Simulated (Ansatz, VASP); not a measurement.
# GaP in VASP and in Ansatz

INCAR

```
PREC = Accurate
ENCUT = 520
EDIFF = 1E-6
ISMEAR = 0
SIGMA = 0.05
LREAL = False
LASPH = True
NELM = 80
ALGO = Normal
ISIF = 2
LWAVE = False
LCHARG = True
GGA = PE
LELF = True
LVHAR = True
NBANDS = 16
```

Contents of KPOINTS:

```
Automatic mesh
0
Gamma
  8 8 8
```

POSCAR

```
GaP
1.0
    0.0000000000      2.9432700000      2.5072300000
    2.9432700000      0.0000000000      2.5072300000
    2.9432700000      2.9432700000      0.0000000000
Ga P
1 1
Direct
    0.0000000000      0.0000000000      0.0000000000
    0.7500000000      0.7500000000      0.7500000000
```

Input for Ansatz:

```yaml
crystal:
  lattice:
    - [0.0, 2.94327, 2.50723]
    - [2.94327, 0.0, 2.50723]
    - [2.94327, 2.94327, 0.0]
  atoms:
    - { symbol: Ga, position: [0.0, 0.0, 0.0] }
    - { symbol: P, position: [0.75, 0.75, 0.75] }
basis:
  ecutwfc: 420
kpoints:
  mp_grid: { grid: [8, 8, 8] }
hamiltonian:
  xc: pbe
scf:
  occupations: { method: gaussian, width: 0.05 }
output:
  forces: true
  stress: true
  eigenvalues: true
```

Change from the starting cell: strain +0.080 along x and y, -0.080 along z, atoms carried along.

Alike in both runs: task single point; functional PBE; k mesh 8 × 8 × 8; occupations gaussian, width 0.05 eV; no spin polarisation.

|  | VASP | Ansatz |
| --- | --- | --- |
| version | VASP 6.6.1 | Ansatz 0.2.0 |
| potentials or method | VASP PAW PBE potentials, release 64 (Ga_d, P), cutoff 520 eV | scalar-relativistic, plane waves, PAW |
| valence electrons in the cell | 18 | 18 |

```tsv
	VASP	Ansatz	Ansatz less VASP
gap on the k mesh at the Fermi level (eV)	0.37	0.37	+0.001
least direct gap on the mesh (eV)	0.65	0.66	+0.002
pressure (GPa)	-3.3	-3.2	+0.03
traceless stress, the component that is largest in VASP (GPa)	5.73	5.73	-0.005
```
